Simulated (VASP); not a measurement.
# PtSe2 (P-3m1) in VASP: a series of runs

Runs on PtSe2. Level: PBE+D3(BJ). Tasks: single point, relaxation of cell and atoms.

All numbers are computed with VASP 6.6.1; they aren't measurements. Logs are shortened: lines on timing, memory, paths and dates and some standing lists are left out, and cuts for length are marked.

### 1 The cell of the first run

It takes space group P-3m1 (No. 164, trigonal). Conventional cell: a = 3.772 Å, b = 3.772 Å, c = 4.822 Å, α = 90.00°, β = 90.00°, γ = 120.00°. Within 3.3 Å of Pt (site symmetry -3m) lie 6 Se at 2.53 Å. Within 3.4 Å of Se (site symmetry 3m) lie 3 Pt at 2.53 Å and 6 Se at 3.14 to 3.36 Å.

### 2 Single point, PBE+D3(BJ)

INCAR reads:

```
SYSTEM = PtSe2
PREC = Accurate
ENCUT = 520
EDIFF = 1E-6
ISMEAR = 0
SIGMA = 0.1
LREAL = .FALSE.
LASPH = .TRUE.
NELM = 60
ALGO = Normal
ISIF = 2
LWAVE = .FALSE.
LCHARG = .FALSE.
GGA = PE
IVDW = 12
NBANDS = 18
```

KPOINTS reads:

```
regular mesh
0
G
  15 15 10
  0 0 0
```

POSCAR reads:

```
PtSe2
1.0
    3.7715031150      0.0000000000      0.0000000000
   -1.8857515575      3.2662175080      0.0000000000
    0.0000000000      0.0000000000      4.8219239451
Pt Se
1 2
Direct
    0.0000000000      0.0000000000      0.0000000000
    0.3333333333      0.6666666667      0.2655211092
    0.6666666667      0.3333333333      0.7344788908
```

Potentials or basis: VASP PAW PBE potentials, release 64 (Pt, Se).

Launch:

```console
$ cat potpaw_PBE.64/Pt/POTCAR potpaw_PBE.64/Se/POTCAR > POTCAR
$ mpirun -np 1 vasp_std > vasp.out
```

OUTCAR:

```text
SYSTEM = PtSe2
   PREC = Accurate
   ENCUT = 520
   EDIFF = 1E-6
   ISMEAR = 0
   LREAL = .FALSE.
   LASPH = .TRUE.
   NELM = 60
   ISIF = 2
   GGA = PE
   IVDW = 12
 IVDW          = 12

 ion  position               nearest neighbor table
   1  0.000  0.000  0.000-   2 2.53   3 2.53   2 2.53   3 2.53   3 2.53   2 2.53
   2  0.333  0.667  0.266-   1 2.53   1 2.53   1 2.53
   3  0.667  0.333  0.734-   1 2.53   1 2.53   1 2.53

  LATTYP: Found a hexagonal cell.
 ALAT       =     3.7715031150
 C/A-ratio  =     1.2785151697

  Lattice vectors:

 A1 = (   3.7715031150,   0.0000000000,   0.0000000000)
 A2 = (  -1.8857515575,   3.2662175080,   0.0000000000)
 A3 = (   0.0000000000,   0.0000000000,   4.8219239451)

Analysis of symmetry for initial positions (statically):
=====================================================================
 Subroutine PRICEL returns:
 Original cell was already a primitive cell.

 Routine SETGRP: Setting up the symmetry group for a
 hexagonal supercell.

 Subroutine GETGRP returns: Found 12 space group operations
 (whereof 12 operations were pure point group operations)
 out of a pool of 24 trial point group operations.

The static configuration has the point symmetry D_3d.

Analysis of symmetry for dynamics (positions and initial velocities):
=====================================================================
 Subroutine PRICEL returns:
 Original cell was already a primitive cell.

 Routine SETGRP: Setting up the symmetry group for a
 hexagonal supercell.

 Subroutine GETGRP returns: Found 12 space group operations
 (whereof 12 operations were pure point group operations)
 out of a pool of 24 trial point group operations.

The dynamic configuration has the point symmetry D_3d.

 Subroutine INISYM returns: Found 12 space group operations
 (whereof 12 operations are pure point group operations),
 and found     1 'primitive' translations

----------------------------------------------------------------------------------------

                                     Primitive cell

  volume of cell :      59.3991

  direct lattice vectors                    reciprocal lattice vectors
     3.771503115  0.000000000  0.000000000     0.265146274  0.153082273  0.000000000
    -1.885751557  3.266217508  0.000000000     0.000000000  0.306164546  0.000000000
     0.000000000  0.000000000  4.821923945     0.000000000  0.000000000  0.207386100

  length of vectors
     3.771503115  3.771503115  4.821923945     0.306164546  0.306164546  0.207386100

  position of ions in fractional coordinates (direct lattice)
     0.000000000  0.000000000  0.000000000
     0.333333333  0.666666667  0.265521109
     0.666666667  0.333333333  0.734478891

  ion indices of the primitive-cell ions
   primitive index   ion index
                 1           1
                 2           2
                 3           3

----------------------------------------------------------------------------------------

 KPOINTS: regular mesh

Automatic generation of k-mesh.
 Grid dimensions read from file:
 generate k-points for:   15   15   10

 Generating k-lattice:

  Cartesian coordinates                     Fractional coordinates (reciprocal lattice)
     0.017676418  0.010205485  0.000000000     0.066666667  0.000000000  0.000000000
     0.000000000  0.020410970  0.000000000     0.000000000  0.066666667  0.000000000
     0.000000000  0.000000000  0.020738610     0.000000000  0.000000000  0.100000000

  Length of vectors
     0.020410970  0.020410970  0.020738610

  Shift w.r.t. Gamma in fractional coordinates (k-lattice)
     0.000000000  0.000000000  0.000000000

 Subroutine IBZKPT returns following result:
 ===========================================

 Found    238 irreducible k-points:

 Following reciprocal coordinates:
            Coordinates               Weight
  0.000000  0.000000  0.000000      1.000000
  0.066667  0.000000  0.000000      6.000000
  0.133333 -0.000000  0.000000      6.000000
  0.200000 -0.000000  0.000000      6.000000
  0.266667 -0.000000  0.000000      6.000000
  0.333333  0.000000  0.000000      6.000000
[... 16 lines left out ...]
  0.333333  0.200000  0.000000     12.000000
  0.400000  0.200000  0.000000      6.000000
 [... further k-points ...]
   k-points           NKPTS =    238   k-points in BZ     NKDIM =    238   number of bands    NBANDS=     18
   number of dos      NEDOS =    301   number of ions     NIONS =      3
   total plane-waves  NPLWV =  28224
   dimension x,y,z NGX =    28 NGY =   28 NGZ =   36
   dimension x,y,z NGXF=    56 NGYF=   56 NGZF=   72
   ions per type =               1   2
   NGX,Y,Z   is equivalent  to a cutoff of  12.34, 12.34, 12.41 a.u.
   NGXF,Y,Z  is equivalent  to a cutoff of  24.68, 24.68, 24.82 a.u.
 SYSTEM =  PtSe2
   PREC   = accura    normal or accurate (medium, high low for compatibility)
   ISTART =      0    job   : 0-new  1-cont  2-samecut
   ICHARG =      2    charge: 1-file 2-atom 10-const
   ISPIN  =      1    spin polarized calculation?
   LNONCOLLINEAR =      F non collinear calculations
   LSORBIT =      F    spin-orbit coupling
   LASPH  =      T    aspherical Exc in radial PAW
   ENCUT  =  520.0 eV  38.22 Ry    6.18 a.u.   7.01  7.01  8.97*2*pi/ulx,y,z
   NELM   =     60;   NELMIN=  2; NELMDL= -5     # of ELM steps
   EDIFF  = 0.1E-05   stopping-criterion for ELM
   LREAL  =      F    real-space projection
   EDIFFG = 0.1E-04   stopping-criterion for IOM
   NSW    =      0    number of steps for IOM
   IBRION =     -1    ionic relax: 0-MD 1-quasi-New 2-CG
   NFREE  =      0    steps in history (QN), initial steepest desc. (CG)
   ISIF   =      2    stress and relaxation
   ISYM   =      2    0-nonsym 1-usesym 2-fastsym
   POTIM  = 0.5000    time-step for ionic-motion
   TEBEG  =    0.0;   TEEND  =   0.0 temperature during run
   PSTRESS=    0.0 pullay stress
   NELECT =      22.0000    total number of electrons
   NUPDOWN=      -1.0000    fix difference up-down
   EMIN   =  10.00;   EMAX   =-10.00  energy-range for DOS
   EFERMI =   0.00;   METHOD = LEGACY
   ISMEAR =     0;   SIGMA  =   0.10  broadening in eV -4-tet -1-fermi 0-gaus
   EFERMI_NEDOS =   21; number of points for ismear=-14 and -15
   IALGO  =     38    algorithm
   IMIX   =      4    mixing-type and parameters
     AMIX     =   0.40;   BMIX     =  1.00
     AMIX_MAG =   1.60;   BMIX_MAG =  1.00
  volume/ion in A,a.u.               =      19.80       133.61
  Fermi-wavevector in a.u.,A,eV,Ry     =   1.175680  2.221713 18.806288  1.382223
  Thomas-Fermi vector in A             =   2.312056
   LORBIT       =      0    0 simple, 1 ext, 2 COOP (PROOUT), +10 PAW based schemes
   GGA     = PE    functional components
   LHFCALC =     F    Hartree Fock is set to
   AEXX    =    0.0000 exact exchange contribution
   IVDW    =    12    specifies the selected vdW correction
   LEPSILON=     F    determine dielectric tensor
   LRPA    =     F    only Hartree local field effects (RPA)
 non-spin polarized calculation
 Gauss-broadening in eV      SIGMA  =   0.10
  energy-cutoff  :      520.00
  volume of cell :       59.40
 maximum number of plane-waves:      1620
   NGX = 13   NGY = 13   NGZ = 17

 number of electron      21.9999997 magnetization

 Free energy of the ion-electron system (eV)
  ---------------------------------------------------
  ext. energy  EPLUGINS =         0.00000000
  ---------------------------------------------------
  free energy    TOTEN  =       -14.19762381 eV

  energy without entropy =      -14.19379317  energy(sigma->0) =      -14.19570849

 E-fermi :   6.7029     XC(G=0): -10.8244

 val. band max:        6.6933912592   @ k =   0.0000   0.2000   0.3000
 cond. band min:       6.7099819135   @ k =  -0.0667   0.2667   0.4000
 fundamental gap:      0.0165906543
 Fermi energy:         6.7029087509

 k-point     1 :       0.0000    0.0000    0.0000
  band No.  band energies     occupation
      1      -8.9537      2.00000
      2      -5.8555      2.00000
      3      -0.4012      2.00000
      4       0.4869      2.00000
      5       0.4869      2.00000
      6       2.9242      2.00000
[... 10 lines left out ...]
     17      13.9869      0.00000
     18      18.4704      0.00000

 k-point     2 :       0.0667    0.0000    0.0000
  band No.  band energies     occupation
      1      -8.9057      2.00000
      2      -5.8841      2.00000
      3      -0.3407      2.00000
      4       0.5185      2.00000
      5       0.5347      2.00000
      6       2.8619      2.00000
[... 10 lines left out ...]
     17      14.1335      0.00000
     18      17.5926      0.00000

 k-point     3 :       0.1333   -0.0000    0.0000
  band No.  band energies     occupation
      1      -8.7645      2.00000
      2      -5.9657      2.00000
      3      -0.1642      2.00000
      4       0.6094      2.00000
      5       0.6731      2.00000
      6       2.6336      2.00000
[... 10 lines left out ...]
     17      14.5255      0.00000
     18      16.3893      0.00000

 k-point     4 :       0.2000   -0.0000    0.0000
  band No.  band energies     occupation
      1      -8.5388      2.00000
      2      -6.0895      2.00000
      3       0.1115      2.00000
      4       0.7474      2.00000
      5       0.8844      2.00000
      6       2.1460      2.00000
[... 375 lines left out ...]
      4       0.8477      2.00000
      5       1.2310      2.00000
      6       1.6680      2.00000
[... 10 lines left out ...]
     17      15.3469      0.00000
     18      16.1237      0.00000

 k-point    23 :       0.3333    0.2000    0.0000
  band No.  band energies     occupation
      1      -7.2466      2.00000
      2      -6.7290      2.00000
      3      -0.1022      2.00000
      4       0.8655      2.00000
      5       1.2684      2.00000
      6       1.8449      2.00000
[... 10 lines left out ...]
     17      15.5434      0.00000
     18      16.5685      0.00000

 k-point    24 :       0.4000    0.2000    0.0000
  band No.  band energies     occupation
      1      -7.0789      2.00000
      2      -6.8479      2.00000
      3      -0.2445      2.00000
      4       0.8638      2.00000
      5       1.2854      2.00000
      6       1.8827      2.00000
[... 10 lines left out ...]
     17      15.6976      0.00000
     18      17.0793      0.00000

 [... further k-points ...]

------------------------ aborting loop because EDIFF is reached ----------------------------------------

 Edisp (eV)   -1.47030

 E8    (eV) :    -0.6317

  FORCE on cell =-STRESS in cart. coord.  units (eV):
  Direction    XX          YY          ZZ          XY          YZ          ZX
  --------------------------------------------------------------------------------------
  -------------------------------------------------------------------------------------
  Total      -0.00564    -0.00564    -0.01564     0.00000     0.00000     0.00000
  in kB      -0.15222    -0.15222    -0.42195     0.00000     0.00000     0.00000
  external pressure =       -0.24 kB  Pullay stress =        0.00 kB

 VOLUME and BASIS-vectors are now :
 -----------------------------------------------------------------------------
  energy-cutoff  :      520.00
  volume of cell :       59.40
      direct lattice vectors                 reciprocal lattice vectors
     3.771503115  0.000000000  0.000000000     0.265146274  0.153082273  0.000000000
    -1.885751557  3.266217508  0.000000000     0.000000000  0.306164546  0.000000000
     0.000000000  0.000000000  4.821923945     0.000000000  0.000000000  0.207386100

 POSITION                                       TOTAL-FORCE (eV/Angst)
 -----------------------------------------------------------------------------------
      0.00000      0.00000      0.00000         0.000000      0.000000      0.000000
     -0.00000      2.17748      1.28032        -0.000000      0.000000      0.006248
      1.88575      1.08874      3.54160         0.000000     -0.000000     -0.006248
 -----------------------------------------------------------------------------------
    total drift:                               -0.000000      0.000000      0.000000

  FREE ENERGIE OF THE ION-ELECTRON SYSTEM (eV)
  ---------------------------------------------------
  free  energy   TOTEN  =       -15.6679201080 eV

  energy  without entropy=      -15.6640894718  energy(sigma->0) =      -15.66600479
```

It took 2.4 min on 1 thread of AMD EPYC 7R13, shared host; peak memory 0.35 GiB.

Results:

- Free energy: -15.6679 eV
- Pressure: 0.0 GPa
- Largest force: 0.006 eV/Å
- Band gap on the k mesh: zero (bands 11 and 12 overlap by 0.89 eV)
- Dispersion energy per atom: -0.490 eV

Forces on the atoms (eV/Å):
```
Pt   0.000  0.000  0.000
Se   0.000  0.000  0.006
Se   0.000  0.000 -0.006
```

Caveat: spin-orbit coupling is left out, which moves the levels of the heavy elements.

### 3 Relaxation of cell and atoms, PBE+D3(BJ)

This run uses another cell than the first one, of 19.90 Å³/atom.

INCAR reads:

```
SYSTEM = PtSe2
ALGO = Normal
EDIFF = 1E-6
EDIFFG = -0.005
ENCUT = 600
GGA = PE
IBRION = 2
ISIF = 3
ISMEAR = 0
IVDW = 12
LASPH = .True.
LCHARG = .False.
LREAL = .False.
LWAVE = .False.
NELM = 80
NSW = 100
PREC = Accurate
SIGMA = 0.1
```

KPOINTS reads:

```
k-points
0
Gamma
  15 15 10
  0 0 0
```

POSCAR reads:

```
PtSe2
1.0
    3.7644886810      0.0000000000      0.0000000000
   -1.8822443405      3.2601428300      0.0000000000
    0.0000000000      0.0000000000      4.8643362638
Pt Se
1 2
Direct
    0.0000000000      0.0000000000      0.0000000000
    0.3333333333      0.6666666667      0.2644842145
    0.6666666667      0.3333333333      0.7355157855
```

Potentials or basis: VASP PAW PBE potentials, release 64 (Pt, Se).

Launch:

```console
$ cat potpaw_PBE.64/Pt/POTCAR potpaw_PBE.64/Se/POTCAR > POTCAR
$ mpirun -np 1 vasp_std > vasp.out
```

Wall time 10 min (1 thread of AMD EPYC 7R13, shared host); peak memory 0.4 GiB.

It converged, with:

```yaml
Free_energy: -15.6682 eV
Relaxed_volume: 19.78 Å³/atom
Relaxed_cell: a = 3.772 Å, b = 3.772 Å, c = 4.818 Å, α = 90.00°, β = 90.00°, γ = 120.00°
Space_group_after_relaxing_to_0.1_Å: P-3m1 (No. 164)
Energy_gained_by_relaxing: 0.3 meV/atom
Ionic_steps: 7
Pressure_after_relaxing: 0.0 GPa
Band_gap_on_the_k_mesh: zero (bands 11 and 12 overlap by 0.90 eV)
Dispersion_energy_per_atom: -0.491 eV
```

Step by step:
```tsv
step	energy change (eV)	largest force (eV/Å)	pressure (GPa)	volume (Å³)
1	0.0000	0.0012	-0.07	59.70
2	-0.0003	0.0161	-0.01	59.63
3	-0.0006	0.0453	0.12	59.49
4	-0.0006	0.0069	-0.27	59.57
5	-0.0007	0.0227	-0.10	59.54
6	-0.0008	0.0132	-0.05	59.46
7	-0.0008	0.0009	0.01	59.35
```

Final structure:
```
Pt Se
1.0
     3.77158    0.00000    0.00000
    -1.88579    3.26629    0.00000
     0.00000    0.00000    4.81793
Pt Se
1 2
Direct
  0.00000 0.00000 0.00000
  0.33333 0.66667 0.26576
  0.66667 0.33333 0.73424
```

Levels at points of the mesh, in eV from the Fermi level:
| k point | band 9 | band 10 | band 11 | band 12 | band 13 | band 14 |
| --- | --- | --- | --- | --- | --- | --- |
| (0.00, 0.00, 0.00) | -0.99 | -0.99 | 0.80 | 1.07 | 1.07 | 3.37 |
| (0.00, 0.00, 0.50) | -1.71 | -1.71 | -1.69 | 2.34 | 2.34 | 5.01 |

Caveat: spin-orbit coupling is left out, which moves the levels of the heavy elements.
